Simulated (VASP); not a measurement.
# Hg (I4_1/amd) in VASP: single point with r2SCAN

Aim: the single point of Hg with r2SCAN.

All numbers are computed with VASP 6.6.1; they aren't measurements. Logs are shortened: lines on timing, memory, paths and dates and some standing lists are left out, and cuts for length are marked.

### Step 1. The cell of the first run

It takes space group I4_1/amd (No. 141, tetragonal). Conventional cell: a = 5.851 Å, b = 5.851 Å, c = 3.131 Å, α = 90.00°, β = 90.00°, γ = 90.00°. Hg (site symmetry -4m2) has 10 Hg at 3.03 to 3.75 Å within 4.0 Å.

### Step 2. Single point, r2SCAN

POSCAR

```
Hg
1.0
   -2.9255852464      2.9255852464      1.5656380665
    2.9255852464     -2.9255852464      1.5656380665
    2.9255852464      2.9255852464     -1.5656380665
Hg
2
Direct
    0.7500000000      0.2500000000      0.5000000000
    0.0000000000      0.0000000000      0.0000000000
```

INCAR.step1

```
SYSTEM = Hg
  PREC = Accurate
  ENCUT = 520
  ISMEAR = 0
  SIGMA = 0.1
  LREAL = .False.
  LASPH = .True.
  NELM = 60
  NBANDS = 19
  GGA = PE
  ALGO = Normal
  EDIFF = 1E-4
  LWAVE = .True.
  LCHARG = .False.
```

INCAR.step2

```
SYSTEM = Hg
  PREC = Accurate
  ENCUT = 520
  EDIFF = 1E-6
  ISMEAR = 0
  SIGMA = 0.1
  LREAL = .False.
  LASPH = .True.
  NELM = 60
  ALGO = Normal
  ISIF = 2
  LWAVE = .False.
  LCHARG = .True.
  METAGGA = R2SCAN
  LMIXTAU = .True.
  LELF = .True.
  LVHAR = .True.
  NBANDS = 19
  ISTART = 1
```

KPOINTS

```
Automatic mesh
0
Gamma
  16 16 16
  0 0 0
```

Potentials or basis: VASP PAW PBE potentials, release 64 (Hg).

Run with:

```
cat potpaw_PBE.64/Hg/POTCAR > POTCAR
cp INCAR.step1 INCAR
mpirun -np 1 vasp_std > vasp.out
cp INCAR.step2 INCAR
mpirun -np 1 vasp_std > vasp.out
```

OUTCAR:

```text
SYSTEM = Hg
   PREC = Accurate
   ENCUT = 520
   EDIFF = 1E-6
   ISMEAR = 0
   LREAL = .False.
   LASPH = .True.
   NELM = 60
   ISIF = 2
   METAGGA = R2SCAN
   ISTART = 1

 ion  position               nearest neighbor table
   1  0.750  0.250  0.500-   2 3.03   2 3.03   2 3.03   2 3.03   2 3.75   2 3.75   2 3.75   2 3.75

   2  0.000  0.000  0.000-   1 3.03   1 3.03   1 3.03   1 3.03   1 3.75   1 3.75   1 3.75   1 3.75

  LATTYP: Found a body centered tetragonal cell.
 ALAT       =     5.8511704928
 C/A-ratio  =     0.5351538016

  Lattice vectors:

 A1 = (  -2.9255852464,   2.9255852464,   1.5656380665)
 A2 = (   2.9255852464,  -2.9255852464,   1.5656380665)
 A3 = (   2.9255852464,   2.9255852464,  -1.5656380665)

Analysis of symmetry for initial positions (statically):
=====================================================================
 Subroutine PRICEL returns:
 Original cell was already a primitive cell.

 Routine SETGRP: Setting up the symmetry group for a
 body centered tetragonal supercell.

 Subroutine GETGRP returns: Found 16 space group operations
 (whereof  8 operations were pure point group operations)
 out of a pool of 16 trial point group operations.

The static configuration has the point symmetry D_2d.
 The point group associated with its full space group is D_4h.

Analysis of symmetry for dynamics (positions and initial velocities):
=====================================================================
 Subroutine PRICEL returns:
 Original cell was already a primitive cell.

 Routine SETGRP: Setting up the symmetry group for a
 body centered tetragonal supercell.

 Subroutine GETGRP returns: Found 16 space group operations
 (whereof  8 operations were pure point group operations)
 out of a pool of 16 trial point group operations.

The dynamic configuration has the point symmetry D_2d.
 The point group associated with its full space group is D_4h.

 Subroutine INISYM returns: Found 16 space group operations
 (whereof  8 operations are pure point group operations),
 and found     1 'primitive' translations

----------------------------------------------------------------------------------------

                                     Primitive cell

  volume of cell :      53.6015

  direct lattice vectors                    reciprocal lattice vectors
    -2.925585246  2.925585246  1.565638067     0.000000000  0.170905975  0.319358612
     2.925585246 -2.925585246  1.565638067     0.170905975  0.000000000  0.319358612
     2.925585246  2.925585246 -1.565638067     0.170905975  0.170905975  0.000000000

  length of vectors
[... 82 lines left out ...]
   EDIFF  = 0.1E-05   stopping-criterion for ELM
   LREAL  =      F    real-space projection
   EDIFFG = 0.1E-04   stopping-criterion for IOM
   NSW    =      0    number of steps for IOM
   IBRION =     -1    ionic relax: 0-MD 1-quasi-New 2-CG
   NFREE  =      0    steps in history (QN), initial steepest desc. (CG)
   ISIF   =      2    stress and relaxation
   ISYM   =      2    0-nonsym 1-usesym 2-fastsym
   POTIM  = 0.5000    time-step for ionic-motion
   TEBEG  =    0.0;   TEEND  =   0.0 temperature during run
   PSTRESS=    0.0 pullay stress
   NELECT =      24.0000    total number of electrons
   NUPDOWN=      -1.0000    fix difference up-down
   EMIN   =  10.00;   EMAX   =-10.00  energy-range for DOS
   EFERMI =   0.00;   METHOD = LEGACY
   ISMEAR =     0;   SIGMA  =   0.10  broadening in eV -4-tet -1-fermi 0-gaus
   EFERMI_NEDOS =   21; number of points for ismear=-14 and -15
   IALGO  =     38    algorithm
   IMIX   =      4    mixing-type and parameters
     AMIX     =   0.40;   BMIX     =  1.00
     AMIX_MAG =   1.60;   BMIX_MAG =  1.00
  volume/ion in A,a.u.               =      26.80       180.86
  Fermi-wavevector in a.u.,A,eV,Ry     =   1.252429  2.366747 21.341789  1.568577
  Thomas-Fermi vector in A             =   2.386329
   LORBIT       =      0    0 simple, 1 ext, 2 COOP (PROOUT), +10 PAW based schemes
   METAGGA = R2SCAN    functional components
   LHFCALC =     F    Hartree Fock is set to
   AEXX    =    0.0000 exact exchange contribution
   IVDW    =     0    specifies the selected vdW correction
   LEPSILON=     F    determine dielectric tensor
   LRPA    =     F    only Hartree local field effects (RPA)
 non-spin polarized calculation
 Gauss-broadening in eV      SIGMA  =   0.10
  energy-cutoff  :      520.00
  volume of cell :       53.60
 maximum number of plane-waves:      1464
 NGX is ok and might be reduce to    36
   NGX = 17   NGY = 17   NGZ = 17

 number of electron      24.0000002 magnetization

 Free energy of the ion-electron system (eV)
  ---------------------------------------------------
  ext. energy  EPLUGINS =         0.00000000
  ---------------------------------------------------
  free energy    TOTEN  =       -98.71323888 eV

  energy without entropy =      -98.71063487  energy(sigma->0) =      -98.71193688

 E-fermi :   1.9052     XC(G=0): -10.6988

 val. band max:        1.9036405370   @ k =  -0.1875  -0.3125   0.1250
 cond. band min:       1.9057515741   @ k =  -0.1250   0.0625   0.0000
 fundamental gap:      0.0021110371
 Fermi energy:         1.9051806408

 k-point     1 :       0.0000    0.0000    0.0000
  band No.  band energies     occupation
      1      -6.7139      2.00000
      2      -6.2890      2.00000
      3      -6.1587      2.00000
      4      -6.0088      2.00000
      5      -5.9175      2.00000
      6      -4.8459      2.00000
[... 505 lines left out ...]
      6      -4.8526      2.00000
[... 11 lines left out ...]
     18      15.1380      0.00000
     19      15.1508      0.00000

 [... further k-points ...]

------------------------ aborting loop because EDIFF is reached ----------------------------------------

  FORCE on cell =-STRESS in cart. coord.  units (eV):
  Direction    XX          YY          ZZ          XY          YZ          ZX
  --------------------------------------------------------------------------------------
  -------------------------------------------------------------------------------------
  Total        0.1226583      0.1226583      0.0908111      0.0000000      0.0000000      0.0000000
  in kB        3.6663226      3.6663226      2.7143930      0.0000000      0.0000000      0.0000000
  external PRESSURE =       3.3490127 kB  Pullay stress =       0.0000000 kB

 VOLUME and BASIS-vectors are now :
 -----------------------------------------------------------------------------
  energy-cutoff  :      520.00
  volume of cell :       53.60
      direct lattice vectors                 reciprocal lattice vectors
    -2.925585246  2.925585246  1.565638067     0.000000000  0.170905975  0.319358612
     2.925585246 -2.925585246  1.565638067     0.170905975  0.000000000  0.319358612
     2.925585246  2.925585246 -1.565638067     0.170905975  0.170905975  0.000000000

 POSITION                                       TOTAL-FORCE (eV/Angst)
 -----------------------------------------------------------------------------------
      0.00000      2.92559      0.78282        -0.000000      0.000000      0.000000
      0.00000      0.00000      0.00000         0.000000     -0.000000     -0.000000
 -----------------------------------------------------------------------------------
    total drift:                               -0.000000      0.000000     -0.000000

  FREE ENERGIE OF THE ION-ELECTRON SYSTEM (eV)
  ---------------------------------------------------
  free  energy   TOTEN  =       -98.7132388845 eV

  energy  without entropy=      -98.7106348728  energy(sigma->0) =      -98.71193688
```

OUTCAR.step1:

```text
SYSTEM = Hg
   PREC = Accurate
   ENCUT = 520
   ISMEAR = 0
   LREAL = .False.
   LASPH = .True.
[... 754 lines left out ...]
      0.00000      2.92559      0.78282         0.000000     -0.000000      0.000000
      0.00000      0.00000      0.00000        -0.000000      0.000000     -0.000000
 -----------------------------------------------------------------------------------
    total drift:                               -0.000000      0.000000     -0.000000

  FREE ENERGIE OF THE ION-ELECTRON SYSTEM (eV)
  ---------------------------------------------------
  free  energy   TOTEN  =        -0.3136648517 eV

  energy  without entropy=       -0.3111115765  energy(sigma->0) =       -0.31238821
```

OSZICAR.step1:

```text
N       E                     dE             d eps       ncg     rms          rms(c)
DAV:   1     0.181022952435E+03    0.18102E+03   -0.12467E+04 13342   0.121E+03
DAV:   2     0.387013640964E+01   -0.17715E+03   -0.16823E+03 13751   0.312E+02
DAV:   3    -0.366929325244E+00   -0.42371E+01   -0.42257E+01 15303   0.538E+01
DAV:   4    -0.374157464879E+00   -0.72281E-02   -0.72274E-02 14168   0.220E+00
DAV:   5    -0.374170606668E+00   -0.13142E-04   -0.13142E-04 11825   0.895E-02    0.417E+00
DAV:   6    -0.317534417381E+00    0.56636E-01   -0.13601E-01 14446   0.379E+00    0.320E+00
DAV:   7    -0.313597831274E+00    0.39366E-02   -0.22581E-02 14192   0.129E+00    0.137E+00
DAV:   8    -0.313637042113E+00   -0.39211E-04   -0.28102E-03 13957   0.582E-01    0.699E-02
DAV:   9    -0.313664851667E+00   -0.27810E-04   -0.22265E-05  7376   0.470E-02
   1 F= -.31366485E+00 E0= -.31238821E+00  d E =-.255328E-02
```

It took 14 min on 1 thread of AMD EPYC 9R45 (Zen 5), shared host; peak memory 0.4 GiB.

Results:

```yaml
Free_energy: -98.7132 eV
Pressure: 0.3 GPa
Band_gap_on_the_k_mesh: zero (bands 12 and 13 overlap by 3.96 eV)
```

Caveat: the PAW data sets were made with another functional, which shifts forces and pressure a little; spin-orbit coupling is left out, which moves the levels of the heavy elements.
